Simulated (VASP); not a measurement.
Set up this calculation in VASP 6.6.1, as the native input.

```yaml
Task: relaxation of cell and atoms
Functional: r2SCAN
Potentials_or_basis: VASP PAW PBE potentials, release 64 (Ti_sv)
Cutoff: 600 eV
k_mesh: 18 × 18 × 18
Occupations: gaussian, width 0.1 eV
Spin: no spin polarisation
Target_pressure: 3 GPa
Dipole_correction: no
Further_INCAR_settings: ALGO = Normal; EDIFF = 1e-06; IBRION = 2; EDIFFG = -0.008; NSW = 70; ISIF = 3
```

The system is Ti.

```
Ti
1.0
     0.00000    2.03598    2.03598
     2.03598    0.00000    2.03598
     2.03598    2.03598    0.00000
Ti
1
Direct
  0.00000 0.00000 0.00000
```

This isn't the form of Ti at room conditions, which is hcp.

These files were run (other wordings do the same):

POSCAR

```
Ti
1.0
    0.0000000000      2.0359811881      2.0359811881
    2.0359811881      0.0000000000      2.0359811881
    2.0359811881      2.0359811881      0.0000000000
Ti
1
Direct
    0.0000000000      0.0000000000      0.0000000000
```

INCAR.step1

```
SYSTEM = Ti
PREC = Accurate
ENCUT = 600
ISMEAR = 0
SIGMA = 0.1
LREAL = .False.
LASPH = .True.
NELM = 100
GGA = PE
ALGO = Normal
EDIFF = 1E-4
LWAVE = .True.
LCHARG = .False.
```

INCAR.step2

```
SYSTEM = Ti
PREC = Accurate
ENCUT = 600
EDIFF = 1E-6
ISMEAR = 0
SIGMA = 0.1
LREAL = .False.
LASPH = .True.
NELM = 100
ALGO = Normal
ISIF = 3
LWAVE = .False.
LCHARG = .False.
METAGGA = R2SCAN
LMIXTAU = .True.
IBRION = 2
NSW = 70
EDIFFG = -0.008
PSTRESS = 30.0
ISTART = 1
```

KPOINTS

```
Automatic mesh
0
Gamma
  18 18 18
  0 0 0
```

Potentials or basis: VASP PAW PBE potentials, release 64 (Ti_sv).

Run with:

```sh
$ cat potpaw_PBE.64/Ti_sv/POTCAR > POTCAR
$ cp INCAR.step1 INCAR
$ mpirun -np 1 vasp_std > vasp.out
$ cp INCAR.step2 INCAR
$ mpirun -np 1 vasp_std > vasp.out
```

It gave:

```yaml
Relaxed_volume: 17.00 Å³/atom
Relaxed_cell: a = 2.886 Å, b = 2.886 Å, c = 2.886 Å, α = 60.00°, β = 60.00°, γ = 60.00°
Space_group_after_relaxing_to_0.1_Å: Fm-3m (No. 225)
Energy_change_on_relaxing_the_run_minimises_the_enthalpy: -2.4 meV/atom
Ionic_steps: 11
Pressure_after_relaxing: 3.0 GPa
Band_gap_on_the_k_mesh: zero (bands 6 and 7 overlap by 1.46 eV)
```

Caveat: the cell is relaxed towards a set pressure, so the run minimises the enthalpy, not the energy; the PAW data sets were made with another functional, which shifts forces and pressure a little.

Run time: 5.3 min on 1 thread of Intel(R) Xeon(R) 6975P-C (Granite Rapids), with other jobs on the host, peak memory 0.21 GiB.
